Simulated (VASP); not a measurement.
Set up this calculation in VASP 6.6.1, as the native input.

```yaml
Task: single point
Functional: PBE
Dispersion: D3(BJ)
Potentials_or_basis: VASP PAW PBE potentials, release 64 (C, N, H, S)
Cutoff: 520 eV
k_mesh: 1 × 1 × 1
Occupations: fermi-dirac, width 0.02 eV
Spin: no spin polarisation
Dipole_correction: no
Further_INCAR_settings: LREAL = Auto; ALGO = Normal; EDIFF = 1e-06; NBANDS = 96
```

The structure of H3C4S4N lies in POSCAR:

```
H3C4S4N
1.0
    9.5133700000      0.0000000000      0.0000000000
    0.0000000000      9.5133700000      0.0000000000
    0.0000000000      0.0000000000      9.5133700000
C N H S
12 3 9 12
Direct
    0.2245576489      0.7436796845      0.9749436845
    0.1572628837      0.6405196056      0.8899895621
    0.3151564588      0.2666352723      0.9100981040
    0.3107205964      0.1453638406      1.0024733612
    0.4096445319      0.9225122118      0.3527351506
    0.4654922493      0.7791981180      0.3620798939
    1.0378025873      0.0066748166      0.7739108223
    0.0192886432      0.3105524120      0.3104157622
    0.6903757554      0.4404853380      0.7741630989
    0.8186688839      0.6993631069      0.2260397735
    0.5311997746      0.2918103679      0.3463967027
    0.6214727273      0.9929288990      0.6746610297
    0.0991551890      0.5501310261      0.8249127281
    0.3392383561      0.0432444024      1.0687485087
    0.4878187225      0.6651060560      0.3285796726
    0.3329104198      0.7092859838      0.9665239552
    0.2138043617      0.8412055875      0.9258969219
    0.1928864325      0.7449305556      1.0829390637
    0.3789613985      0.3565613447      0.9506410452
    0.3364107567      0.2166845187      0.7890579258
    0.2077602364      0.3085552228      0.9174771926
    0.2922938980      0.9051576886      0.3513476297
    0.4353452036      0.9820074274      0.4586492484
    0.4419779742      0.9702870802      0.2441616378
    0.9241625207      0.0168815047      0.8961808486
    1.1500341099     -0.0255955566      0.6556246630
    0.0106691950      0.3149146937      0.4657445259
    0.0138436747      0.3506538692      0.1494212881
    0.6995733373      0.5664028625      0.6650429869
    0.6623205026      0.3262356032      0.8888963637
    0.7610447192      0.6860450082      0.0678098297
    0.9277889959      0.7050603519      0.3533973765
    0.3987440833      0.2561237500      0.4454677995
    0.6614060002      0.3278018200      0.2567439299
    0.4995916274      0.9744496430      0.7841595565
    0.7426495553      1.0098839843      0.5662346781
```

One way to write it, as run:

INCAR

```
PREC     = Accurate       # precision mode
ENCUT    = 520            # plane-wave cutoff, eV
EDIFF    = 1E-6           # SCF threshold, eV
ISMEAR   = -1             # smearing method
SIGMA    = 0.02           # smearing width, eV
LREAL    = Auto         
LASPH    = T              # aspherical terms in the spheres
NELM     = 60             # most SCF steps
ALGO     = Normal         # electronic algorithm
ISIF     = 2              # what is computed and relaxed
LWAVE    = F              # write WAVECAR
LCHARG   = F              # write CHGCAR
GGA      = PE             # functional
IVDW     = 12             # dispersion correction
NBANDS   = 96             # bands
```

KPOINTS

```
regular mesh
0
Gamma
  1 1 1
```

Potentials or basis: VASP PAW PBE potentials, release 64 (C, N, H, S).

Launch:

```sh
$ cat potpaw_PBE.64/C/POTCAR potpaw_PBE.64/N/POTCAR potpaw_PBE.64/H/POTCAR potpaw_PBE.64/S/POTCAR > POTCAR
$ mpirun -np 1 vasp_gam > vasp.out
```

Results of the run:

* Pressure: -1.4 GPa
* Largest force: 4.834 eV/Å
* Band gap on the k mesh: 2.98 eV
* Dispersion energy per atom: -0.083 eV

Caveat: the k points lie up to 0.66 Å⁻¹ apart.

Run time: 2.7 min on 1 thread of Oxide Virtual Turin-like Processor (shared host), peak memory 0.68 GiB.
